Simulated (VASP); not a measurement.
# C (P6_3/mmc) in VASP: further runs

The runs below take C through single point, with r2SCAN.

Everything below comes from runs of VASP 6.6.1. Logs are shortened: lines on timing, memory, paths and dates and some standing lists are left out, and cuts for length are marked.

## (1) The cell of the first run

The structure is hexagonal, space group P6_3/mmc (No. 194). The conventional cell has a = 2.456 Å, b = 2.456 Å, c = 7.011 Å, α = 90.00°, β = 90.00°, γ = 120.00°. Within 1.9 Å of C (site symmetry -6m2) lie 3 C at 1.42 Å. Within 1.9 Å of C (site symmetry -6m2) lie 3 C at 1.42 Å.

## (2) Single point, r2SCAN

File POSCAR:

```
C
1.0
    2.4559134951      0.0000000000      0.0000000000
   -1.2279567476      2.1268834763      0.0000000000
    0.0000000000      0.0000000000      7.0106281886
C
4
Direct
    1.0000000000      1.0000000000      0.2500000000
    0.0000000000      0.0000000000      0.7500000000
    0.3333333333      0.6666666667      0.2500000000
    0.6666666667      0.3333333333      0.7500000000
```

File INCAR.step1:

```
SYSTEM = C
ALGO = Normal
EDIFF = 1E-4
ENCUT = 520
GGA = PE
ISMEAR = -1
LASPH = .TRUE.
LCHARG = .FALSE.
LREAL = .FALSE.
LWAVE = .TRUE.
NBANDS = 16
NELM = 60
PREC = Accurate
SIGMA = 0.05
```

File INCAR.step2:

```
SYSTEM = C
ALGO = Normal
EDIFF = 1E-7
ENCUT = 520
ISIF = 2
ISMEAR = -1
ISTART = 1
LASPH = .TRUE.
LCHARG = .TRUE.
LELF = .TRUE.
LMIXTAU = .TRUE.
LREAL = .FALSE.
LVHAR = .TRUE.
LWAVE = .FALSE.
METAGGA = R2SCAN
NBANDS = 16
NELM = 60
PREC = Accurate
SIGMA = 0.05
```

File KPOINTS:

```
k-points
0
G
  14 14 4
  0 0 0
```

Potentials or basis: VASP PAW PBE potentials, release 64 (C).

On the command line:

```console
> cat potpaw_PBE.64/C/POTCAR > POTCAR
> cp INCAR.step1 INCAR
> mpirun -np 1 vasp_std > vasp.out
> cp INCAR.step2 INCAR
> mpirun -np 1 vasp_std > vasp.out
```

OUTCAR:

```text
SYSTEM = C
   EDIFF = 1E-7
   ENCUT = 520
   ISIF = 2
   ISMEAR = -1
   ISTART = 1
   LASPH = .TRUE.
   LREAL = .FALSE.
   METAGGA = R2SCAN
   NELM = 60
   PREC = Accurate

 ion  position               nearest neighbor table
   1  0.000  0.000  0.250-   3 1.42   3 1.42   3 1.42
   2  0.000  0.000  0.750-   4 1.42   4 1.42   4 1.42
   3  0.333  0.667  0.250-   1 1.42   1 1.42   1 1.42
   4  0.667  0.333  0.750-   2 1.42   2 1.42   2 1.42

  LATTYP: Found a hexagonal cell.
 ALAT       =     2.4559134951
 C/A-ratio  =     2.8545908488

  Lattice vectors:

 A1 = (   2.4559134951,   0.0000000000,   0.0000000000)
 A2 = (  -1.2279567476,   2.1268834763,   0.0000000000)
 A3 = (   0.0000000000,   0.0000000000,   7.0106281886)

Analysis of symmetry for initial positions (statically):
=====================================================================
 Subroutine PRICEL returns:
 Original cell was already a primitive cell.

 Routine SETGRP: Setting up the symmetry group for a
 hexagonal supercell.

 Subroutine GETGRP returns: Found 24 space group operations
 (whereof 12 operations were pure point group operations)
 out of a pool of 24 trial point group operations.

The static configuration has the point symmetry D_3d.
 The point group associated with its full space group is D_6h.

Analysis of symmetry for dynamics (positions and initial velocities):
=====================================================================
 Subroutine PRICEL returns:
 Original cell was already a primitive cell.

 Routine SETGRP: Setting up the symmetry group for a
 hexagonal supercell.

 Subroutine GETGRP returns: Found 24 space group operations
 (whereof 12 operations were pure point group operations)
 out of a pool of 24 trial point group operations.

The dynamic configuration has the point symmetry D_3d.
 The point group associated with its full space group is D_6h.

 Subroutine INISYM returns: Found 24 space group operations
 (whereof 12 operations are pure point group operations),
 and found     1 'primitive' translations

----------------------------------------------------------------------------------------

                                     Primitive cell

  volume of cell :      36.6196

  direct lattice vectors                    reciprocal lattice vectors
     2.455913495  0.000000000  0.000000000     0.407180465  0.235085751  0.000000000
    -1.227956748  2.126883476  0.000000000     0.000000000  0.470171503  0.000000000
     0.000000000  0.000000000  7.010628189     0.000000000  0.000000000  0.142640570

  length of vectors
     2.455913495  2.455913495  7.010628189     0.470171503  0.470171503  0.142640570

  position of ions in fractional coordinates (direct lattice)
     0.000000000  0.000000000  0.250000000
     0.000000000  0.000000000  0.750000000
     0.333333333  0.666666667  0.250000000
     0.666666667  0.333333333  0.750000000

  ion indices of the primitive-cell ions
   primitive index   ion index
                 1           1
                 2           2
                 3           3
                 4           4

----------------------------------------------------------------------------------------

 KPOINTS: k-points

Automatic generation of k-mesh.
 Grid dimensions read from file:
 generate k-points for:   14   14    4

 Generating k-lattice:

  Cartesian coordinates                     Fractional coordinates (reciprocal lattice)
     0.029084319  0.016791839  0.000000000     0.071428571  0.000000000  0.000000000
     0.000000000  0.033583679  0.000000000     0.000000000  0.071428571  0.000000000
     0.000000000  0.000000000  0.035660142     0.000000000  0.000000000  0.250000000

  Length of vectors
     0.033583679  0.033583679  0.035660142

  Shift w.r.t. Gamma in fractional coordinates (k-lattice)
     0.000000000  0.000000000  0.000000000

 Subroutine IBZKPT returns following result:
 ===========================================

 Found     72 irreducible k-points:

 Following reciprocal coordinates:
            Coordinates               Weight
  0.000000  0.000000  0.000000      1.000000
  0.071429  0.000000  0.000000      6.000000
  0.142857 -0.000000  0.000000      6.000000
  0.214286 -0.000000  0.000000      6.000000
  0.285714  0.000000  0.000000      6.000000
  0.357143  0.000000  0.000000      6.000000
[... 16 lines left out ...]
  0.285714  0.285714  0.000000      6.000000
  0.357143  0.285714  0.000000      6.000000
 [... further k-points ...]
   k-points           NKPTS =     72   k-points in BZ     NKDIM =     72   number of bands    NBANDS=     16
   number of dos      NEDOS =    301   number of ions     NIONS =      4
   total plane-waves  NPLWV =  17496
   dimension x,y,z NGX =    18 NGY =   18 NGZ =   54
   dimension x,y,z NGXF=    36 NGYF=   36 NGZF=  108
   ions per type =               4
   NGX,Y,Z   is equivalent  to a cutoff of  12.18, 12.18, 12.81 a.u.
   NGXF,Y,Z  is equivalent  to a cutoff of  24.37, 24.37, 25.61 a.u.
 SYSTEM =  C
   PREC   = accura    normal or accurate (medium, high low for compatibility)
   ISTART =      1    job   : 0-new  1-cont  2-samecut
   ICHARG =      0    charge: 1-file 2-atom 10-const
   ISPIN  =      1    spin polarized calculation?
   LNONCOLLINEAR =      F non collinear calculations
   LSORBIT =      F    spin-orbit coupling
   LASPH  =      T    aspherical Exc in radial PAW
   ENCUT  =  520.0 eV  38.22 Ry    6.18 a.u.   4.57  4.57 13.04*2*pi/ulx,y,z
   NELM   =     60;   NELMIN=  2; NELMDL=  0     # of ELM steps
   EDIFF  = 0.1E-06   stopping-criterion for ELM
   LREAL  =      F    real-space projection
   EDIFFG = 0.1E-05   stopping-criterion for IOM
   NSW    =      0    number of steps for IOM
   IBRION =     -1    ionic relax: 0-MD 1-quasi-New 2-CG
   NFREE  =      0    steps in history (QN), initial steepest desc. (CG)
   ISIF   =      2    stress and relaxation
   ISYM   =      2    0-nonsym 1-usesym 2-fastsym
   POTIM  = 0.5000    time-step for ionic-motion
   TEBEG  =    0.0;   TEEND  =   0.0 temperature during run
   PSTRESS=    0.0 pullay stress
   NELECT =      16.0000    total number of electrons
   NUPDOWN=      -1.0000    fix difference up-down
   EMIN   =  10.00;   EMAX   =-10.00  energy-range for DOS
   EFERMI =   0.00;   METHOD = LEGACY
   ISMEAR =    -1;   SIGMA  =   0.05  broadening in eV -4-tet -1-fermi 0-gaus
   EFERMI_NEDOS =   21; number of points for ismear=-14 and -15
   IALGO  =     38    algorithm
   IMIX   =      4    mixing-type and parameters
     AMIX     =   0.40;   BMIX     =  1.00
     AMIX_MAG =   1.60;   BMIX_MAG =  1.00
  volume/ion in A,a.u.               =       9.15        61.78
  Fermi-wavevector in a.u.,A,eV,Ry     =   1.242254  2.347519 20.996429  1.543194
  Thomas-Fermi vector in A             =   2.376616
   LORBIT       =      0    0 simple, 1 ext, 2 COOP (PROOUT), +10 PAW based schemes
   METAGGA = R2SCAN    functional components
   LHFCALC =     F    Hartree Fock is set to
   AEXX    =    0.0000 exact exchange contribution
   IVDW    =     0    specifies the selected vdW correction
   LEPSILON=     F    determine dielectric tensor
   LRPA    =     F    only Hartree local field effects (RPA)
 non-spin polarized calculation
  energy-cutoff  :      520.00
  volume of cell :       36.62
 maximum number of plane-waves:      1008
   NGX =  9   NGY =  9   NGZ = 27

 number of electron      15.9999995 magnetization

 Free energy of the ion-electron system (eV)
  ---------------------------------------------------
  ext. energy  EPLUGINS =         0.00000000
  ---------------------------------------------------
  free energy    TOTEN  =       -39.75419499 eV

  energy without entropy =      -39.75419368  energy(sigma->0) =      -39.75419433

 E-fermi :   4.3499     XC(G=0): -10.8305

 val. band max:        3.8374992168   @ k =   0.3571   0.2857   0.0000
 cond. band min:       4.8841053650   @ k =   0.3571   0.2857   0.0000
 fundamental gap:      1.0466061482
 Fermi energy:         4.3499486299

 k-point     1 :       0.0000    0.0000    0.0000
  band No.  band energies     occupation
      1     -16.6318      2.00000
      2     -16.4226      2.00000
      3      -4.5634      2.00000
      4      -2.9579      2.00000
      5       1.0985      2.00000
      6       1.0985      2.00000
[... 8 lines left out ...]
     15      16.7556      0.00000
     16      16.9198      0.00000

 k-point     2 :       0.0714    0.0000    0.0000
  band No.  band energies     occupation
      1     -16.5027      2.00000
      2     -16.2951      2.00000
      3      -4.4074      2.00000
      4      -2.8092      2.00000
      5       0.5693      2.00000
      6       0.5894      2.00000
[... 8 lines left out ...]
     15      16.2715      0.00000
     16      16.4610      0.00000

 k-point     3 :       0.1429   -0.0000    0.0000
  band No.  band energies     occupation
      1     -16.1167      2.00000
      2     -15.9138      2.00000
      3      -3.9417      2.00000
      4      -2.3665      2.00000
      5      -0.8084      2.00000
      6      -0.7712      2.00000
[... 8 lines left out ...]
     15      15.1267      0.00000
     16      15.2489      0.00000

 k-point     4 :       0.2143   -0.0000    0.0000
  band No.  band energies     occupation
      1     -15.4770      2.00000
      2     -15.2819      2.00000
      3      -3.1746      2.00000
      4      -2.6517      2.00000
      5      -2.5942      2.00000
      6      -1.6416      2.00000
[... 8 lines left out ...]
     15      17.2531      0.00000
     16      17.2864      0.00000
[... 324 lines left out ...]
 k-point    22 :       0.3571    0.2143    0.0000
  band No.  band energies     occupation
      1     -10.7013      2.00000
      2     -10.5790      2.00000
      3      -8.7571      2.00000
      4      -8.6656      2.00000
      5      -5.3516      2.00000
      6      -5.2824      2.00000
[... 8 lines left out ...]
     15      16.7913      0.00000
     16      17.3273      0.00000

 k-point    23 :       0.2857    0.2857    0.0000
  band No.  band energies     occupation
      1     -10.7731      2.00000
      2     -10.6407      2.00000
      3      -8.0498      2.00000
      4      -7.9913      2.00000
      5      -6.1620      2.00000
      6      -6.1236      2.00000
[... 8 lines left out ...]
     15      17.4059      0.00000
     16      18.9077      0.00000

 k-point    24 :       0.3571    0.2857    0.0000
  band No.  band energies     occupation
      1      -9.7040      2.00000
      2      -9.6353      2.00000
      3      -8.9179      2.00000
      4      -8.9161      2.00000
      5      -6.5808      2.00000
      6      -6.5318      2.00000
[... 8 lines left out ...]
     15      17.2899      0.00000
     16      18.9126      0.00000

 [... further k-points ...]

------------------------ aborting loop because EDIFF is reached ----------------------------------------

  FORCE on cell =-STRESS in cart. coord.  units (eV):
  Direction    XX          YY          ZZ          XY          YZ          ZX
  --------------------------------------------------------------------------------------
  -------------------------------------------------------------------------------------
  Total        0.2231324      0.2231324      0.0065781     -0.0000000     -0.0000000     -0.0000000
  in kB        9.7624675      9.7624675      0.2878062     -0.0000000     -0.0000000     -0.0000000
  external PRESSURE =       6.6042471 kB  Pullay stress =       0.0000000 kB

 VOLUME and BASIS-vectors are now :
 -----------------------------------------------------------------------------
  energy-cutoff  :      520.00
  volume of cell :       36.62
      direct lattice vectors                 reciprocal lattice vectors
     2.455913495  0.000000000  0.000000000     0.407180465  0.235085751  0.000000000
    -1.227956748  2.126883476  0.000000000     0.000000000  0.470171503  0.000000000
     0.000000000  0.000000000  7.010628189     0.000000000  0.000000000  0.142640570

 POSITION                                       TOTAL-FORCE (eV/Angst)
 -----------------------------------------------------------------------------------
      0.00000      0.00000      1.75266        -0.000000     -0.000000      0.000000
      0.00000      0.00000      5.25797         0.000000      0.000000      0.000000
     -0.00000      1.41792      1.75266        -0.000000      0.000000      0.000000
      1.22796      0.70896      5.25797         0.000000     -0.000000     -0.000000
 -----------------------------------------------------------------------------------
    total drift:                                0.000000     -0.000000      0.000000

  FREE ENERGIE OF THE ION-ELECTRON SYSTEM (eV)
  ---------------------------------------------------
  free  energy   TOTEN  =       -39.7541949890 eV

  energy  without entropy=      -39.7541936772  energy(sigma->0) =      -39.75419433
```

Wall time 71 s (1 thread of Intel Xeon 6975P-C (Granite Rapids), shared host); peak memory 0.16 GiB.

What came out:

```yaml
Free_energy: -39.7542 eV
Pressure: 0.7 GPa
Band_gap_on_the_k_mesh: 1.05 eV, direct
```

Caveat: the PAW data sets were made with another functional, which shifts forces and pressure a little. A k mesh can miss the band edges.

## (3) Single point, r2SCAN

POSCAR is that of step 2.

File INCAR.step1:

```
  ALGO = Normal
  EDIFF = 1E-4
  ENCUT = 520
  GGA = PE
  ISMEAR = -1
  LASPH = T
  LCHARG = F
  LREAL = F
  LWAVE = T
  NBANDS = 16
  NELM = 80
  PREC = Accurate
  SIGMA = 0.05
```

File INCAR.step2:

```
  ALGO = Normal
  EDIFF = 1E-7
  ENCUT = 520
  ISIF = 2
  ISMEAR = -1
  ISTART = 1
  LASPH = T
  LCHARG = F
  LMIXTAU = T
  LREAL = F
  LWAVE = F
  METAGGA = R2SCAN
  NBANDS = 16
  NELM = 80
  PREC = Accurate
  SIGMA = 0.05
```

File KPOINTS:

```
k-points
0
Gamma
  14 14 4
```

Potentials or basis: VASP PAW PBE potentials, release 64 (C).

On the command line:

```console
> cat potpaw_PBE.64/C/POTCAR > POTCAR
> cp INCAR.step1 INCAR
> mpirun -np 1 vasp_std > vasp.out
> cp INCAR.step2 INCAR
> mpirun -np 1 vasp_std > vasp.out
```

Wall time 70 s (1 thread of Intel Xeon 6975P-C (Granite Rapids), shared host); peak memory 0.16 GiB.

It converged, with:

- Free energy: -39.7542 eV
- Pressure: 0.7 GPa
- Band gap on the k mesh: 1.05 eV, direct

Stress tensor (GPa, compression positive):
```
0.98 0.00 0.00
0.00 0.98 0.00
0.00 0.00 0.03
```

Levels at points of the mesh, in eV from the valence-band top:
| k point | band 4 | band 5 | band 6 | band 7 | band 8 | band 9 | band 10 | band 11 | band 12 | band 13 |
| --- | --- | --- | --- | --- | --- | --- | --- | --- | --- | --- |
| (0.00, 0.00, 0.00) | -6.80 | -2.74 | -2.74 | -2.73 | -2.73 | 4.53 | 9.19 | 9.19 | 9.23 | 9.23 |
| (0.50, 0.00, 0.00) | -13.57 | -6.37 | -6.33 | -2.38 | -1.81 | 2.08 | 2.69 | 8.11 | 8.40 | 12.00 |
| (0.00, 0.00, 0.50) | -7.67 | -2.73 | -2.73 | -2.73 | -2.73 | 6.96 | 6.96 | 9.21 | 9.21 | 9.21 |
| (0.50, 0.00, 0.50) | -13.61 | -6.35 | -6.35 | -2.06 | -2.06 | 2.24 | 2.24 | 8.25 | 8.25 | 13.33 |

Caveat: the PAW data sets were made with another functional, which shifts forces and pressure a little.

(Continued in part 2 of 2.)
